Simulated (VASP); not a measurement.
The system is BN.

```xyz
2
Lattice="0.0000 3.4953 2.1661 1.2516 0.0000 2.1661 1.2516 3.4953 0.0000" Properties=species:S:1:pos:R:3 pbc="T T T"
B     1.2516    3.4953    0.0002
N     1.2516    3.4953    2.8881
```

Base run:

```yaml
Program: VASP 6.6.1
Functional: PBE
Potentials_or_basis: VASP PAW PBE potentials, release 64 (B, N)
Cutoff: 520 eV
k_mesh: 12 × 12 × 12
Occupations: gaussian, width 0.02 eV
Spin: no spin polarisation
```

Its results: band gap on the k mesh 3.85 eV, indirect (least direct gap 4.55 eV); pressure 3.3 GPa; largest force 0.010 eV/Å.

Problem. After a change of settings the same cell gave: band gap on the k mesh 3.90 eV, indirect (least direct gap 4.75 eV); pressure 3.3 GPa; largest force 0.010 eV/Å. Which change was it?
A. occupations from gaussian, width 0.02 eV to fermi-dirac, width 1.55 eV; further incar settings from ALGO = Normal; EDIFF = 1e-07; NBANDS = 11 to ALGO = Normal; EDIFF = 1e-06; NBANDS = 11
B. k mesh from 12 × 12 × 12 to 4 × 4 × 4; further incar settings from ALGO = Normal; EDIFF = 1e-07; NBANDS = 11 to ALGO = Normal; EDIFF = 1e-06; NBANDS = 11
C. k mesh from 12 × 12 × 12 to 10 × 10 × 10

Solution. C.
